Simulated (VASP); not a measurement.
# HfO2 (Fm-3m) in VASP: single point with HSE06

Aim: the single point of HfO2 with HSE06.

All numbers are computed with VASP 6.6.1; they aren't measurements. Logs are shortened: lines on timing, memory, paths and dates and some standing lists are left out, and cuts for length are marked.

## Step 1: The cell of the first run

Symmetry: Fm-3m, No. 225, cubic system. The conventional cell has a = 5.002 Å, b = 5.002 Å, c = 5.002 Å, α = 90.00°, β = 90.00°, γ = 90.00°. Within 2.9 Å of Hf (site symmetry m-3m) lie 8 O at 2.17 Å. O (site symmetry -43m) has 4 Hf at 2.17 Å and 6 O at 2.50 Å within 2.9 Å.

## Step 2: Single point, HSE06

The input, POSCAR:

```
HfO2
1.0
    0.0000000000      2.5008824420      2.5008824420
    2.5008824420      0.0000000000      2.5008824420
    2.5008824420      2.5008824420      0.0000000000
Hf O
1 2
Direct
    0.0000000000      0.0000000000      0.0000000000
    0.7500000000      0.7500000000      0.7500000000
    0.2500000000      0.2500000000      0.2500000000
```

The input, INCAR.step1:

```
PREC     = Accurate       # precision mode
ENCUT    = 520            # plane-wave cutoff, eV
EDIFF    = 1E-5           # SCF threshold, eV
ISMEAR   = 0              # smearing method
SIGMA    = 0.01           # smearing width, eV
LREAL    = F              # projectors in reciprocal space
LASPH    = T              # aspherical terms in the spheres
NELM     = 100            # most SCF steps
ALGO     = Normal         # electronic algorithm
ISIF     = 2              # what is computed and relaxed
LWAVE    = T              # write WAVECAR
LCHARG   = F              # write CHGCAR
GGA      = PE             # functional
NBANDS   = 18             # bands
```

The input, INCAR.step2:

```
PREC     = Accurate       # precision mode
ENCUT    = 520            # plane-wave cutoff, eV
EDIFF    = 1E-6           # SCF threshold, eV
ISMEAR   = 0              # smearing method
SIGMA    = 0.01           # smearing width, eV
LREAL    = F              # projectors in reciprocal space
LASPH    = T              # aspherical terms in the spheres
NELM     = 100            # most SCF steps
ALGO     = Normal         # electronic algorithm
ISIF     = 2              # what is computed and relaxed
LWAVE    = F              # write WAVECAR
LCHARG   = F              # write CHGCAR
GGA      = PE             # functional
LHFCALC  = T              # exact exchange
HFSCREEN = 0.2079         # screening, 1/A
PRECFOCK = Normal       
ISTART   = 1            
NBANDS   = 18             # bands
```

The input, KPOINTS:

```
Automatic mesh
0
Gamma
  6 6 6
```

Potentials or basis: VASP PAW PBE potentials, release 64 (Hf_pv, O).

On the command line:

```
$ cat potpaw_PBE.64/Hf_pv/POTCAR potpaw_PBE.64/O/POTCAR > POTCAR
$ cp INCAR.step1 INCAR
$ mpirun -np 1 vasp_std > vasp.out
$ cp INCAR.step2 INCAR
$ mpirun -np 1 vasp_std > vasp.out
```

OUTCAR:

```text
PREC = Accurate
   ENCUT = 520
   EDIFF = 1E-6
   ISMEAR = 0
   LREAL = F
   LASPH = T
   NELM = 100
   ISIF = 2
   GGA = PE
   LHFCALC = T
   HFSCREEN = 0.2079
   PRECFOCK = Normal
   ISTART = 1

 ion  position               nearest neighbor table
   1  0.000  0.000  0.000-   2 2.17   2 2.17   2 2.17   2 2.17   3 2.17   3 2.17   3 2.17   3 2.17

   2  0.750  0.750  0.750-   1 2.17   1 2.17   1 2.17   1 2.17
   3  0.250  0.250  0.250-   1 2.17   1 2.17   1 2.17   1 2.17

  LATTYP: Found a face centered cubic cell.
 ALAT       =     5.0017648840

  Lattice vectors:

 A1 = (   0.0000000000,   2.5008824420,   2.5008824420)
 A2 = (   2.5008824420,   0.0000000000,   2.5008824420)
 A3 = (   2.5008824420,   2.5008824420,   0.0000000000)

Analysis of symmetry for initial positions (statically):
=====================================================================
 Subroutine PRICEL returns:
 Original cell was already a primitive cell.

 Routine SETGRP: Setting up the symmetry group for a
 face centered cubic supercell.

 Subroutine GETGRP returns: Found 48 space group operations
 (whereof 48 operations were pure point group operations)
 out of a pool of 48 trial point group operations.

The static configuration has the point symmetry O_h .

Analysis of symmetry for dynamics (positions and initial velocities):
=====================================================================
 Subroutine PRICEL returns:
 Original cell was already a primitive cell.

 Routine SETGRP: Setting up the symmetry group for a
 face centered cubic supercell.

 Subroutine GETGRP returns: Found 48 space group operations
 (whereof 48 operations were pure point group operations)
 out of a pool of 48 trial point group operations.

The dynamic configuration has the point symmetry O_h .

 Subroutine INISYM returns: Found 48 space group operations
 (whereof 48 operations are pure point group operations),
 and found     1 'primitive' translations

----------------------------------------------------------------------------------------

                                     Primitive cell

  volume of cell :      31.2831

  direct lattice vectors                    reciprocal lattice vectors
     0.000000000  2.500882442  2.500882442    -0.199929430  0.199929430  0.199929430
     2.500882442  0.000000000  2.500882442     0.199929430 -0.199929430  0.199929430
     2.500882442  2.500882442  0.000000000     0.199929430  0.199929430 -0.199929430

  length of vectors
     3.536781867  3.536781867  3.536781867     0.346287930  0.346287930  0.346287930

  position of ions in fractional coordinates (direct lattice)
     0.000000000  0.000000000  0.000000000
     0.750000000  0.750000000  0.750000000
     0.250000000  0.250000000  0.250000000

  ion indices of the primitive-cell ions
   primitive index   ion index
                 1           1
                 2           2
                 3           3

----------------------------------------------------------------------------------------

 KPOINTS: Automatic mesh

Automatic generation of k-mesh.
 Grid dimensions read from file:
 generate k-points for:    6    6    6

 Generating k-lattice:

  Cartesian coordinates                     Fractional coordinates (reciprocal lattice)
    -0.033321572  0.033321572  0.033321572     0.166666667  0.000000000  0.000000000
     0.033321572 -0.033321572  0.033321572     0.000000000  0.166666667  0.000000000
     0.033321572  0.033321572 -0.033321572     0.000000000  0.000000000  0.166666667

  Length of vectors
     0.057714655  0.057714655  0.057714655

  Shift w.r.t. Gamma in fractional coordinates (k-lattice)
     0.000000000  0.000000000  0.000000000

 Subroutine IBZKPT returns following result:
 ===========================================

 Found     16 irreducible k-points:

 Following reciprocal coordinates:
            Coordinates               Weight
  0.000000  0.000000  0.000000      1.000000
  0.166667  0.000000  0.000000      8.000000
  0.333333  0.000000  0.000000      8.000000
  0.500000  0.000000  0.000000      4.000000
  0.166667  0.166667  0.000000      6.000000
  0.333333  0.166667  0.000000     24.000000
[... 8 lines left out ...]
 -0.333333  0.333333  0.166667     24.000000
 -0.333333  0.500000  0.166667     12.000000
   k-points           NKPTS =     16   k-points in BZ     NKDIM =    216   number of bands    NBANDS=     18
   number of dos      NEDOS =    301   number of ions     NIONS =      3
   total plane-waves  NPLWV =  21952
   dimension x,y,z NGX =    28 NGY =   28 NGZ =   28
   dimension x,y,z NGXF=    56 NGYF=   56 NGZF=   56
   ions per type =               1   2
   NGX,Y,Z   is equivalent  to a cutoff of  13.16, 13.16, 13.16 a.u.
   NGXF,Y,Z  is equivalent  to a cutoff of  26.32, 26.32, 26.32 a.u.
 SYSTEM =  unknown system
   PREC   = accura    normal or accurate (medium, high low for compatibility)
   ISTART =      1    job   : 0-new  1-cont  2-samecut
   ICHARG =      0    charge: 1-file 2-atom 10-const
   ISPIN  =      1    spin polarized calculation?
   LNONCOLLINEAR =      F non collinear calculations
   LSORBIT =      F    spin-orbit coupling
   LASPH  =      T    aspherical Exc in radial PAW
   ENCUT  =  520.0 eV  38.22 Ry    6.18 a.u.   6.58  6.58  6.58*2*pi/ulx,y,z
   NELM   =    100;   NELMIN=  2; NELMDL=  0     # of ELM steps
   EDIFF  = 0.1E-05   stopping-criterion for ELM
   LREAL  =      F    real-space projection
   EDIFFG = 0.1E-04   stopping-criterion for IOM
   NSW    =      0    number of steps for IOM
   IBRION =     -1    ionic relax: 0-MD 1-quasi-New 2-CG
   NFREE  =      0    steps in history (QN), initial steepest desc. (CG)
   ISIF   =      2    stress and relaxation
   ISYM   =      3    0-nonsym 1-usesym 2-fastsym
   POTIM  = 0.5000    time-step for ionic-motion
   TEBEG  =    0.0;   TEEND  =   0.0 temperature during run
   PSTRESS=    0.0 pullay stress
   NELECT =      22.0000    total number of electrons
   NUPDOWN=      -1.0000    fix difference up-down
   EMIN   =  10.00;   EMAX   =-10.00  energy-range for DOS
   EFERMI =   0.00;   METHOD = LEGACY
   ISMEAR =     0;   SIGMA  =   0.01  broadening in eV -4-tet -1-fermi 0-gaus
   EFERMI_NEDOS =   21; number of points for ismear=-14 and -15
   IALGO  =     38    algorithm
   IMIX   =      1    mixing-type and parameters
     AMIX     =   0.40;   BMIX     =  1.00
     AMIX_MAG =   1.60;   BMIX_MAG =  1.00
  volume/ion in A,a.u.               =      10.43        70.37
  Fermi-wavevector in a.u.,A,eV,Ry     =   1.455836  2.751131 28.836982  2.119458
  Thomas-Fermi vector in A             =   2.572824
   LORBIT       =      0    0 simple, 1 ext, 2 COOP (PROOUT), +10 PAW based schemes
   GGA     = PE    functional components
   LHFCALC =     T    Hartree Fock is set to
   PRECFOCK=normal    Normal, Fast or Accurate (Low or Medium for compatibility)
   ENCUT4O =  -1.0   cutoff for four orbital integrals eV
   NKREDX  =     1    reduce k-point grid by
   NKREDY  =     1    reduce k-point grid by
   NKREDZ  =     1    reduce k-point grid by
   AEXX    =    0.2500 exact exchange contribution
   HFSCREEN=    0.2079 screening length (either q_TF or 0.3 A-1)
   HFSCREENC=   0.2079 screening length for correlation (either q_TF or 0.3 A-1)
   ENCUTFOCK=  -1.0 apply spherical cutoff to Coloumb kernel
   IVDW    =     0    specifies the selected vdW correction
   LEPSILON=     F    determine dielectric tensor
   LRPA    =     F    only Hartree local field effects (RPA)
 non-spin polarized calculation
 Gauss-broadening in eV      SIGMA  =   0.01
  energy-cutoff  :      520.00
  volume of cell :       31.28
 maximum number of plane-waves:       869
 NGX is ok and might be reduce to    28
  NGX = 20; NGY = 20; NGZ = 20

 number of electron      22.0000000 magnetization

 Free energy of the ion-electron system (eV)
  ---------------------------------------------------
  ext. energy  EPLUGINS =         0.00000000
  ---------------------------------------------------
  free energy    TOTEN  =       -36.26440848 eV

  energy without entropy =      -36.26440848  energy(sigma->0) =      -36.26440848

 E-fermi :   3.7383     XC(G=0):  -9.8685

 val. band max:        3.5757765851   @ k =   0.5000   0.5000   0.0000
 cond. band min:       9.0448524761   @ k =   0.5000   0.5000   0.0000
 fundamental gap:      5.4690758910
 Fermi energy:         3.7382906671

 k-point     1 :       0.0000    0.0000    0.0000
  band No.  band energies     occupation
      1     -27.4212      2.00000
      2     -27.4212      2.00000
      3     -27.4212      2.00000
      4     -17.1415      2.00000
      5     -13.7246      2.00000
      6      -2.4783      2.00000
[... 10 lines left out ...]
     17      16.5075      0.00000
     18      19.4398      0.00000

 k-point     2 :       0.1667    0.0000    0.0000
  band No.  band energies     occupation
      1     -27.5898      2.00000
      2     -27.4394      2.00000
      3     -27.4394      2.00000
      4     -16.7121      2.00000
      5     -14.0484      2.00000
      6      -2.1827      2.00000
[... 10 lines left out ...]
     17      15.9721      0.00000
     18      19.2781      0.00000

 k-point     3 :       0.3333    0.0000    0.0000
  band No.  band energies     occupation
      1     -27.9005      2.00000
      2     -27.4756      2.00000
      3     -27.4756      2.00000
      4     -15.9694      2.00000
      5     -14.4413      2.00000
      6      -1.5757      2.00000
[... 10 lines left out ...]
     17      15.3819      0.00000
     18      18.2137      0.00000

 k-point     4 :       0.5000    0.0000    0.0000
  band No.  band energies     occupation
      1     -28.0446      2.00000
      2     -27.4937      2.00000
      3     -27.4937      2.00000
      4     -15.7839      2.00000
      5     -14.3848      2.00000
      6      -1.2828      2.00000
[... 10 lines left out ...]
     17      15.3060      0.00000
     18      18.8618      0.00000

 k-point     5 :       0.1667    0.1667    0.0000
  band No.  band energies     occupation
      1     -27.6036      2.00000
      2     -27.4663      2.00000
      3     -27.4663      2.00000
      4     -16.5506      2.00000
      5     -14.1656      2.00000
      6      -2.1274      2.00000
[... 10 lines left out ...]
     17      15.8375      0.00000
     18      19.1619      0.00000

 k-point     6 :       0.3333    0.1667    0.0000
  band No.  band energies     occupation
      1     -27.8290      2.00000
      2     -27.5220      2.00000
      3     -27.5066      2.00000
      4     -15.8340      2.00000
      5     -14.5760      2.00000
      6      -1.6646      2.00000
[... 139 lines left out ...]
 k-point    13 :       0.5000    0.5000    0.0000
  band No.  band energies     occupation
      1     -28.0806      2.00000
      2     -27.5990      2.00000
      3     -27.5990      2.00000
      4     -15.2163      2.00000
      5     -14.5406      2.00000
      6      -3.6504      2.00000
[... 10 lines left out ...]
     17      19.1492      0.00000
     18      19.4327      0.00000

 k-point    14 :       0.5000    0.3333    0.1667
  band No.  band energies     occupation
      1     -27.9116      2.00000
      2     -27.6616      2.00000
      3     -27.5357      2.00000
      4     -15.2203      2.00000
      5     -14.8439      2.00000
      6      -1.9674      2.00000
[... 10 lines left out ...]
     17      16.7554      0.00000
     18      19.4344      0.00000

 k-point    15 :      -0.3333    0.3333    0.1667
  band No.  band energies     occupation
      1     -27.9100      2.00000
      2     -27.7621      2.00000
      3     -27.5615      2.00000
      4     -15.1013      2.00000
      5     -14.7503      2.00000
      6      -1.9468      2.00000
[... 10 lines left out ...]
     17      17.4963      0.00000
     18      19.4329      0.00000

 k-point    16 :      -0.3333    0.5000    0.1667
  band No.  band energies     occupation
      1     -27.9657      2.00000
      2     -27.7251      2.00000
      3     -27.6011      2.00000
      4     -15.0389      2.00000
      5     -14.7017      2.00000
      6      -2.9696      2.00000
[... 10 lines left out ...]
     17      18.8086      0.00000
     18      19.4327      0.00000

------------------------ aborting loop because EDIFF is reached ----------------------------------------

  FORCE on cell =-STRESS in cart. coord.  units (eV):
  Direction    XX          YY          ZZ          XY          YZ          ZX
  --------------------------------------------------------------------------------------
  -------------------------------------------------------------------------------------
  Total        0.7903650      0.7903650      0.7903650      0.0000000      0.0000000     -0.0000000
  in kB       40.4788768     40.4788768     40.4788768      0.0000000      0.0000000     -0.0000000
  external PRESSURE =      40.4788768 kB  Pullay stress =       0.0000000 kB

 VOLUME and BASIS-vectors are now :
 -----------------------------------------------------------------------------
  energy-cutoff  :      520.00
  volume of cell :       31.28
      direct lattice vectors                 reciprocal lattice vectors
     0.000000000  2.500882442  2.500882442    -0.199929430  0.199929430  0.199929430
     2.500882442  0.000000000  2.500882442     0.199929430 -0.199929430  0.199929430
     2.500882442  2.500882442  0.000000000     0.199929430  0.199929430 -0.199929430

 POSITION                                       TOTAL-FORCE (eV/Angst)
 -----------------------------------------------------------------------------------
      0.00000      0.00000      0.00000         0.000000     -0.000000      0.000000
      3.75132      3.75132      3.75132        -0.000000     -0.000000     -0.000000
      1.25044      1.25044      1.25044         0.000000      0.000000      0.000000
 -----------------------------------------------------------------------------------
    total drift:                               -0.000001     -0.000000     -0.000000

  FREE ENERGIE OF THE ION-ELECTRON SYSTEM (eV)
  ---------------------------------------------------
  free  energy   TOTEN  =       -36.2644084783 eV

  energy  without entropy=      -36.2644084783  energy(sigma->0) =      -36.26440848
```

Wall time 26 min (1 thread of AMD EPYC 9R45 (Zen 5), shared host); peak memory 0.25 GiB.

Results:

* Free energy: -36.2644 eV
* Pressure: 4.0 GPa
* Band gap on the k mesh: 5.47 eV

Caveat: the cell stands under pressure; the PAW data sets were made with another functional, which shifts forces and pressure a little; spin-orbit coupling is left out, which moves the levels of the heavy elements.
